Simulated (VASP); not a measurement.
# CsK3 (Fm-3m) in VASP: single point with LDA

Aim: the single point of CsK3 with LDA.

Everything below comes from runs of VASP 6.6.1. Logs are shortened: lines on timing, memory, paths and dates and some standing lists are left out, and cuts for length are marked.

## (1) The cell of the first run

The structure is cubic, space group Fm-3m (No. 225). Conventional cell: a = 11.094 Å, b = 11.094 Å, c = 11.094 Å, α = 90.00°, β = 90.00°, γ = 90.00°.

## (2) Single point, LDA

File INCAR:

```
PREC = Accurate ; ENCUT = 520
EDIFF = 1E-6 ; ISMEAR = 1
SIGMA = 0.1 ; LREAL = False
LASPH = True ; NELM = 60
ALGO = Normal ; ISIF = 2
LWAVE = False ; LCHARG = False
GGA = CA ; NBANDS = 26
```

File KPOINTS:

```
regular mesh
0
Gamma
  3 3 3
```

File POSCAR:

```
CsK3
1.0
    0.0000000000      5.5468624300      5.5468624300
    5.5468624300      0.0000000000      5.5468624300
    5.5468624300      5.5468624300      0.0000000000
K Cs
3 1
Direct
    0.2500000000      0.2500000000      0.2500000000
    0.7500000000      0.7500000000      0.7500000000
    0.5000000000      0.5000000000      0.5000000000
    0.0000000000      0.0000000000      0.0000000000
```

Potentials or basis: VASP PAW LDA potentials, release 64 (K_sv, Cs_sv).

Run with:

```console
> cat potpaw_LDA.64/K_sv/POTCAR potpaw_LDA.64/Cs_sv/POTCAR > POTCAR
> mpirun -np 1 vasp_std > vasp.out
```

OUTCAR:

```text
PREC = Accurate
   ENCUT = 520
   EDIFF = 1E-6
   ISMEAR = 1
   LREAL = False
   LASPH = True
   NELM = 60
   ISIF = 2
   GGA = CA

 ion  position               nearest neighbor table
   1  0.250  0.250  0.250-
   2  0.750  0.750  0.750-
   3  0.500  0.500  0.500-
   4  0.000  0.000  0.000-

  LATTYP: Found a face centered cubic cell.
 ALAT       =    11.0937248600

  Lattice vectors:

 A1 = (   0.0000000000,   5.5468624300,   5.5468624300)
 A2 = (   5.5468624300,   0.0000000000,   5.5468624300)
 A3 = (   5.5468624300,   5.5468624300,   0.0000000000)

Analysis of symmetry for initial positions (statically):
=====================================================================
 Subroutine PRICEL returns:
 Original cell was already a primitive cell.

 Routine SETGRP: Setting up the symmetry group for a
 face centered cubic supercell.

 Subroutine GETGRP returns: Found 48 space group operations
 (whereof 48 operations were pure point group operations)
 out of a pool of 48 trial point group operations.

The static configuration has the point symmetry O_h .

Analysis of symmetry for dynamics (positions and initial velocities):
=====================================================================
 Subroutine PRICEL returns:
 Original cell was already a primitive cell.

 Routine SETGRP: Setting up the symmetry group for a
 face centered cubic supercell.

 Subroutine GETGRP returns: Found 48 space group operations
 (whereof 48 operations were pure point group operations)
 out of a pool of 48 trial point group operations.

The dynamic configuration has the point symmetry O_h .

 Subroutine INISYM returns: Found 48 space group operations
 (whereof 48 operations are pure point group operations),
 and found     1 'primitive' translations

----------------------------------------------------------------------------------------

                                     Primitive cell

  volume of cell :     341.3282

  direct lattice vectors                    reciprocal lattice vectors
     0.000000000  5.546862430  5.546862430    -0.090141049  0.090141049  0.090141049
     5.546862430  0.000000000  5.546862430     0.090141049 -0.090141049  0.090141049
[... 64 lines left out ...]
   LSORBIT =      F    spin-orbit coupling
   LASPH  =      T    aspherical Exc in radial PAW
   ENCUT  =  520.0 eV  38.22 Ry    6.18 a.u.  14.59 14.59 14.59*2*pi/ulx,y,z
   NELM   =     60;   NELMIN=  2; NELMDL= -5     # of ELM steps
   EDIFF  = 0.1E-05   stopping-criterion for ELM
   LREAL  =      F    real-space projection
   EDIFFG = 0.1E-04   stopping-criterion for IOM
   NSW    =      0    number of steps for IOM
   IBRION =     -1    ionic relax: 0-MD 1-quasi-New 2-CG
   NFREE  =      0    steps in history (QN), initial steepest desc. (CG)
   ISIF   =      2    stress and relaxation
   ISYM   =      2    0-nonsym 1-usesym 2-fastsym
   POTIM  = 0.5000    time-step for ionic-motion
   TEBEG  =    0.0;   TEEND  =   0.0 temperature during run
   PSTRESS=    0.0 pullay stress
   NELECT =      36.0000    total number of electrons
   NUPDOWN=      -1.0000    fix difference up-down
   EMIN   =  10.00;   EMAX   =-10.00  energy-range for DOS
   EFERMI =   0.00;   METHOD = LEGACY
   ISMEAR =     1;   SIGMA  =   0.10  broadening in eV -4-tet -1-fermi 0-gaus
   EFERMI_NEDOS =   21; number of points for ismear=-14 and -15
   IALGO  =     38    algorithm
   IMIX   =      4    mixing-type and parameters
     AMIX     =   0.40;   BMIX     =  1.00
     AMIX_MAG =   1.60;   BMIX_MAG =  1.00
  volume/ion in A,a.u.               =      85.33       575.85
  Fermi-wavevector in a.u.,A,eV,Ry     =   0.773484  1.461674  8.140070  0.598278
  Thomas-Fermi vector in A             =   1.875339
   LORBIT       =      0    0 simple, 1 ext, 2 COOP (PROOUT), +10 PAW based schemes
   GGA     = CA    functional components
   LHFCALC =     F    Hartree Fock is set to
   AEXX    =    0.0000 exact exchange contribution
   IVDW    =     0    specifies the selected vdW correction
   LEPSILON=     F    determine dielectric tensor
   LRPA    =     F    only Hartree local field effects (RPA)
 non-spin polarized calculation
 Methfessel and Paxton  Order N= 1 SIGMA  =   0.10
  energy-cutoff  :      520.00
  volume of cell :      341.33
 maximum number of plane-waves:      9257
 NGX is ok and might be reduce to    60
   NGX = 29   NGY = 29   NGZ = 29

 number of electron      35.9999994 magnetization

 Free energy of the ion-electron system (eV)
  ---------------------------------------------------
  ext. energy  EPLUGINS =         0.00000000
  ---------------------------------------------------
  free energy    TOTEN  =        -4.39096319 eV

  energy without entropy =       -4.39423223  energy(sigma->0) =       -4.39205287

 E-fermi :  -0.3952     XC(G=0):  -5.7238

 val. band max:       -0.4958197771   @ k =  -0.3333   0.3333   0.0000
 cond. band min:      -0.3690751894   @ k =   0.3333   0.0000   0.0000
 fundamental gap:      0.1267445876
 Fermi energy:        -0.3952157436

 k-point     1 :       0.0000    0.0000    0.0000
  band No.  band energies     occupation
      1     -32.0956      2.00000
      2     -32.0952      2.00000
      3     -31.9902      2.00000
      4     -23.8329      2.00000
      5     -15.8079      2.00000
      6     -15.8079      2.00000
[... 105 lines left out ...]
     25       2.0923      0.00000
     26       2.3524      0.00000

------------------------ aborting loop because EDIFF is reached ----------------------------------------

  FORCE on cell =-STRESS in cart. coord.  units (eV):
  Direction    XX          YY          ZZ          XY          YZ          ZX
  --------------------------------------------------------------------------------------
  -------------------------------------------------------------------------------------
  Total       -1.0459190     -1.0459190     -1.0459190      0.0000000      0.0000000      0.0000000
  in kB       -4.9094910     -4.9094910     -4.9094910      0.0000000      0.0000000      0.0000000
  external PRESSURE =      -4.9094910 kB  Pullay stress =       0.0000000 kB

 VOLUME and BASIS-vectors are now :
 -----------------------------------------------------------------------------
  energy-cutoff  :      520.00
  volume of cell :      341.33
      direct lattice vectors                 reciprocal lattice vectors
     0.000000000  5.546862430  5.546862430    -0.090141049  0.090141049  0.090141049
     5.546862430  0.000000000  5.546862430     0.090141049 -0.090141049  0.090141049
     5.546862430  5.546862430  0.000000000     0.090141049  0.090141049 -0.090141049

 POSITION                                       TOTAL-FORCE (eV/Angst)
 -----------------------------------------------------------------------------------
      2.77343      2.77343      2.77343         0.000000      0.000000      0.000000
      8.32029      8.32029      8.32029        -0.000000     -0.000000     -0.000000
      5.54686      5.54686      5.54686         0.000000      0.000000      0.000000
      0.00000      0.00000      0.00000         0.000000      0.000000      0.000000
 -----------------------------------------------------------------------------------
    total drift:                                0.000000     -0.000000     -0.000000

  FREE ENERGIE OF THE ION-ELECTRON SYSTEM (eV)
  ---------------------------------------------------
  free  energy   TOTEN  =        -4.3909631887 eV

  energy  without entropy=       -4.3942322316  energy(sigma->0) =       -4.39205287
```

It took 89 s on 1 thread of Intel Xeon 6975P-C, shared host; peak memory 0.37 GiB.

Results:

* Free energy: -4.3910 eV
* Pressure: -0.5 GPa
* Band gap on the k mesh: zero (band 18 reaches 0.87 eV, above the bottom of band 19 at -0.50 eV)

Caveat: spin-orbit coupling is left out, which moves the levels of the heavy elements.
